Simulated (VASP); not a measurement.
# WS2 in VASP: single point with PBE+D3(BJ)

Aim: the single point of WS2 with PBE+D3(BJ).

Program: VASP 6.6.1. These are calculated values, not measurements. Logs are shortened: lines on timing, memory, paths and dates and some standing lists are left out, and cuts for length are marked.

**1. The cell of the first run**

The cell holds a slab with vacuum, 6 atoms: a = 3.160 Å, b = 3.160 Å, c = 23.804 Å, α = 90.00°, β = 90.00°, γ = 120.00°.

**2. Single point, PBE+D3(BJ)**

Contents of INCAR:

```
PREC = Accurate
ENCUT = 520
EDIFF = 1E-6
ISMEAR = 0
SIGMA = 0.05
LREAL = False
LASPH = True
NELM = 60
ALGO = Normal
ISIF = 2
LWAVE = False
LCHARG = True
LDIPOL = True
IDIPOL = 3
DIPOL = 0.5 0.5 0.391
GGA = PE
IVDW = 12
LELF = True
LVHAR = True
LVACPOTAV = True
NBANDS = 35
```

Contents of KPOINTS:

```
Automatic mesh
0
Gamma
  9 9 1
```

Contents of POSCAR:

```
WS2
1.0
    3.1597776611      0.0000000000      0.0000000000
   -1.5798888306      2.7364477249      0.0000000000
    0.0000000000      0.0000000000     23.8035416591
S W
4 2
Direct
    0.3333333333      0.6666666667      0.1890474982
    0.3333333333      0.6666666667      0.3214551405
    0.5000000000      1.0000000000      0.4596698670
    0.5000000000      1.0000000000      0.5920775093
    0.6666666667      0.3333333333      0.2552505077
    0.8333333333      0.6666666667      0.5258728765
```

Potentials or basis: VASP PAW PBE potentials, release 64 (S, W_sv).

On the command line:

```bash
$ cat potpaw_PBE.64/S/POTCAR potpaw_PBE.64/W_sv/POTCAR > POTCAR
$ mpirun -np 1 vasp_std > vasp.out
```

OUTCAR:

```text
PREC = Accurate
   ENCUT = 520
   EDIFF = 1E-6
   ISMEAR = 0
   LREAL = False
   LASPH = True
   NELM = 60
   ISIF = 2
   GGA = PE
   IVDW = 12
 IVDW          = 12

 ion  position               nearest neighbor table
   1  0.333  0.667  0.189-   5 2.41   5 2.41   5 2.41
   2  0.333  0.667  0.321-   5 2.41   5 2.41   5 2.41
   3  0.500  0.000  0.460-   6 2.41   6 2.41   6 2.41
   4  0.500  0.000  0.592-   6 2.41   6 2.41   6 2.41
   5  0.667  0.333  0.255-   1 2.41   1 2.41   1 2.41   2 2.41   2 2.41   2 2.41
   6  0.833  0.667  0.526-   3 2.41   3 2.41   3 2.41   4 2.41   4 2.41   4 2.41

  LATTYP: Found a hexagonal cell.
 ALAT       =     3.1597776611
 C/A-ratio  =     7.5332963936

  Lattice vectors:

 A1 = (   3.1597776611,   0.0000000000,   0.0000000000)
 A2 = (  -1.5798888306,   2.7364477249,   0.0000000000)
 A3 = (   0.0000000000,   0.0000000000,  23.8035416591)

Analysis of symmetry for initial positions (statically):
=====================================================================
 Subroutine PRICEL returns:
 Original cell was already a primitive cell.

 Routine SETGRP: Setting up the symmetry group for a
 hexagonal supercell.

 Subroutine GETGRP returns: Found  2 space group operations
 (whereof  2 operations were pure point group operations)
 out of a pool of 24 trial point group operations.

The static configuration has the point symmetry C_1h.

Analysis of symmetry for dynamics (positions and initial velocities):
=====================================================================
 Subroutine PRICEL returns:
 Original cell was already a primitive cell.

 Routine SETGRP: Setting up the symmetry group for a
 hexagonal supercell.

 Subroutine GETGRP returns: Found  2 space group operations
 (whereof  2 operations were pure point group operations)
 out of a pool of 24 trial point group operations.

The dynamic configuration has the point symmetry C_1h.

 Subroutine INISYM returns: Found  2 space group operations
 (whereof  2 operations are pure point group operations),
 and found     1 'primitive' translations

----------------------------------------------------------------------------------------

                                     Primitive cell

  volume of cell :     205.8189

  direct lattice vectors                    reciprocal lattice vectors
     3.159777661  0.000000000  0.000000000     0.316477964  0.182718638  0.000000000
    -1.579888831  2.736447725  0.000000000     0.000000000  0.365437275  0.000000000
     0.000000000  0.000000000 23.803541659     0.000000000  0.000000000  0.042010555

  length of vectors
     3.159777661  3.159777661 23.803541659     0.365437275  0.365437275  0.042010555

  position of ions in fractional coordinates (direct lattice)
     0.333333333  0.666666667  0.189047498
     0.333333333  0.666666667  0.321455140
     0.500000000  0.000000000  0.459669867
     0.500000000  0.000000000  0.592077509
     0.666666667  0.333333333  0.255250508
     0.833333333  0.666666667  0.525872877

  ion indices of the primitive-cell ions
   primitive index   ion index
                 1           1
                 2           2
                 3           3
                 4           4
                 5           5
                 6           6

----------------------------------------------------------------------------------------

 KPOINTS: Automatic mesh

Automatic generation of k-mesh.
 Grid dimensions read from file:
 generate k-points for:    9    9    1

 Generating k-lattice:

  Cartesian coordinates                     Fractional coordinates (reciprocal lattice)
     0.035164218  0.020302071  0.000000000     0.111111111  0.000000000  0.000000000
     0.000000000  0.040604142  0.000000000     0.000000000  0.111111111  0.000000000
     0.000000000  0.000000000  0.042010555     0.000000000  0.000000000  1.000000000

  Length of vectors
     0.040604142  0.040604142  0.042010555

  Shift w.r.t. Gamma in fractional coordinates (k-lattice)
     0.000000000  0.000000000  0.000000000

 Subroutine IBZKPT returns following result:
 ===========================================

 Found     25 irreducible k-points:

 Following reciprocal coordinates:
            Coordinates               Weight
  0.000000  0.000000  0.000000      1.000000
  0.111111  0.000000  0.000000      4.000000
  0.000000  0.111111  0.000000      2.000000
  0.222222  0.000000  0.000000      4.000000
  0.000000  0.222222  0.000000      2.000000
  0.333333 -0.000000  0.000000      4.000000
[... 16 lines left out ...]
 -0.222222 -0.444444  0.000000      4.000000
  0.444444  0.333333  0.000000      4.000000
   k-points           NKPTS =     25   k-points in BZ     NKDIM =     25   number of bands    NBANDS=     35
   number of dos      NEDOS =    301   number of ions     NIONS =      6
   total plane-waves  NPLWV = 103680
   dimension x,y,z NGX =    24 NGY =   24 NGZ =  180
   dimension x,y,z NGXF=    48 NGYF=   48 NGZF=  360
   ions per type =               4   2
   NGX,Y,Z   is equivalent  to a cutoff of  12.63, 12.63, 12.57 a.u.
   NGXF,Y,Z  is equivalent  to a cutoff of  25.25, 25.25, 25.14 a.u.
 SYSTEM =  unknown system
   PREC   = accura    normal or accurate (medium, high low for compatibility)
   ISTART =      0    job   : 0-new  1-cont  2-samecut
   ICHARG =      2    charge: 1-file 2-atom 10-const
   ISPIN  =      1    spin polarized calculation?
   LNONCOLLINEAR =      F non collinear calculations
   LSORBIT =      F    spin-orbit coupling
   LASPH  =      T    aspherical Exc in radial PAW
   ENCUT  =  520.0 eV  38.22 Ry    6.18 a.u.   5.88  5.88 44.26*2*pi/ulx,y,z
   NELM   =     60;   NELMIN=  2; NELMDL= -5     # of ELM steps
   EDIFF  = 0.1E-05   stopping-criterion for ELM
   LREAL  =      F    real-space projection
[... 7 lines left out ...]
   TEBEG  =    0.0;   TEEND  =   0.0 temperature during run
   PSTRESS=    0.0 pullay stress
   NELECT =      52.0000    total number of electrons
   NUPDOWN=      -1.0000    fix difference up-down
   EMIN   =  10.00;   EMAX   =-10.00  energy-range for DOS
   EFERMI =   0.00;   METHOD = LEGACY
   ISMEAR =     0;   SIGMA  =   0.05  broadening in eV -4-tet -1-fermi 0-gaus
   EFERMI_NEDOS =   21; number of points for ismear=-14 and -15
   IALGO  =     38    algorithm
   IMIX   =      4    mixing-type and parameters
     AMIX     =   0.40;   BMIX     =  1.00
     AMIX_MAG =   1.60;   BMIX_MAG =  1.00
  volume/ion in A,a.u.               =      34.30       231.49
  Fermi-wavevector in a.u.,A,eV,Ry     =   1.034938  1.955749 14.573145  1.071096
  Thomas-Fermi vector in A             =   2.169257
   LORBIT       =      0    0 simple, 1 ext, 2 COOP (PROOUT), +10 PAW based schemes
   GGA     = PE    functional components
   LHFCALC =     F    Hartree Fock is set to
   AEXX    =    0.0000 exact exchange contribution
   IVDW    =    12    specifies the selected vdW correction
   LEPSILON=     F    determine dielectric tensor
   LRPA    =     F    only Hartree local field effects (RPA)
 non-spin polarized calculation
 Gauss-broadening in eV      SIGMA  =   0.05
  energy-cutoff  :      520.00
  volume of cell :      205.82
 maximum number of plane-waves:      5566
   NGX = 11   NGY = 11   NGZ = 89

 dipolmoment           0.000000      0.000000     -0.000002 electrons x Angstroem

 number of electron      51.9999994 magnetization

 dipolmoment           0.000000      0.000000      0.000558 electrons x Angstroem

 Free energy of the ion-electron system (eV)
  ---------------------------------------------------
  ext. energy  EPLUGINS =         0.00000000
  ---------------------------------------------------
  free energy    TOTEN  =       -47.28072296 eV

  energy without entropy =      -47.28072296  energy(sigma->0) =      -47.28072296

 E-fermi :   1.3013     XC(G=0):  -6.1396

 val. band max:        1.0702616714   @ k =   0.0000   0.0000   0.0000
 cond. band min:       2.7219046958   @ k =  -0.3333   0.2222   0.0000
 fundamental gap:      1.6516430244
 Fermi energy:         1.3012582545

 k-point     1 :       0.0000    0.0000    0.0000
  band No.  band energies     occupation
      1     -73.1979      2.00000
      2     -73.1866      2.00000
      3     -37.4509      2.00000
      4     -37.4395      2.00000
      5     -37.2754      2.00000
      6     -37.2748      2.00000
[... 27 lines left out ...]
     34       3.8982      0.00000
     35       5.8673      0.00000

 k-point     2 :       0.1111    0.0000    0.0000
  band No.  band energies     occupation
      1     -73.1957      2.00000
      2     -73.1844      2.00000
      3     -37.4432      2.00000
      4     -37.4318      2.00000
      5     -37.3176      2.00000
      6     -37.3067      2.00000
[... 27 lines left out ...]
     34       4.1133      0.00000
     35       6.2282      0.00000

 k-point     3 :       0.0000    0.1111    0.0000
  band No.  band energies     occupation
      1     -73.1957      2.00000
      2     -73.1844      2.00000
      3     -37.4432      2.00000
      4     -37.4318      2.00000
      5     -37.3181      2.00000
      6     -37.3064      2.00000
[... 27 lines left out ...]
     34       4.1276      0.00000
     35       6.2287      0.00000
[... 723 lines left out ...]
 k-point    23 :      -0.2222   -0.4444    0.0000
  band No.  band energies     occupation
      1     -73.1781      2.00000
      2     -73.1669      2.00000
      3     -37.5782      2.00000
      4     -37.5665      2.00000
      5     -37.4430      2.00000
      6     -37.4323      2.00000
[... 27 lines left out ...]
     34       6.1145      0.00000
     35       6.9547      0.00000

 k-point    24 :       0.4444    0.3333    0.0000
  band No.  band energies     occupation
      1     -73.1781      2.00000
      2     -73.1669      2.00000
      3     -37.5777      2.00000
      4     -37.5669      2.00000
      5     -37.4436      2.00000
      6     -37.4320      2.00000
[... 27 lines left out ...]
     34       6.1598      0.00000
     35       6.8308      0.00000

 [... further k-points ...]

------------------------ aborting loop because EDIFF is reached ----------------------------------------

 Edisp (eV)   -2.14153

 E8    (eV) :    -0.9296

  FORCE on cell =-STRESS in cart. coord.  units (eV):
  Direction    XX          YY          ZZ          XY          YZ          ZX
  --------------------------------------------------------------------------------------
  -------------------------------------------------------------------------------------
  Total      -0.26828    -0.19043    -0.21978     0.00000     0.26647    -0.00000
  in kB      -2.08837    -1.48239    -1.71082     0.00000     2.07429    -0.00000
  external pressure =       -1.76 kB  Pullay stress =        0.00 kB

 VOLUME and BASIS-vectors are now :
 -----------------------------------------------------------------------------
  energy-cutoff  :      520.00
  volume of cell :      205.82
      direct lattice vectors                 reciprocal lattice vectors
     3.159777661  0.000000000  0.000000000     0.316477964  0.182718638  0.000000000
    -1.579888831  2.736447725  0.000000000     0.000000000  0.365437275  0.000000000
     0.000000000  0.000000000 23.803541659     0.000000000  0.000000000  0.042010555

 POSITION                                       TOTAL-FORCE (eV/Angst)
 -----------------------------------------------------------------------------------
     -0.00000      1.82430      4.50000        -0.000000      0.001685      0.001903
     -0.00000      1.82430      7.65177         0.000000     -0.060412     -0.036765
      1.57989      0.00000     10.94177        -0.000000      0.058737      0.037967
      1.57989      0.00000     14.09354        -0.000000      0.000668     -0.001787
      1.57989      0.91215      6.07587         0.000000     -0.011920      0.037573
      1.57989      1.82430     12.51764        -0.000000      0.011243     -0.038890
 -----------------------------------------------------------------------------------
    total drift:                                0.000000     -0.000056     -0.000010

  FREE ENERGIE OF THE ION-ELECTRON SYSTEM (eV)
  ---------------------------------------------------
  free  energy   TOTEN  =       -49.4222511819 eV

  energy  without entropy=      -49.4222511819  energy(sigma->0) =      -49.42225118

 vacuum level on the upper side and lower side of the slab         6.478         6.466
```

Wall time 2.1 min (1 thread of Intel Xeon 6975P-C (Granite Rapids), shared host); peak memory 0.39 GiB.

What came out:

| Item | Value |
| --- | --- |
| Free energy | -49.4223 eV |
| Largest force | 0.071 eV/Å |
| Band gap on the k mesh | 1.65 eV, indirect (least direct gap 1.90 eV) |
| Dispersion energy per atom | -0.357 eV |

Forces on the atoms (eV/Å):
```
S    0.000  0.002  0.002
S    0.000 -0.060 -0.037
S    0.000  0.059  0.038
S    0.000  0.001 -0.002
W    0.000 -0.012  0.038
W    0.000  0.011 -0.039
```

Caveat: spin-orbit coupling is left out, which moves the levels of the heavy elements.
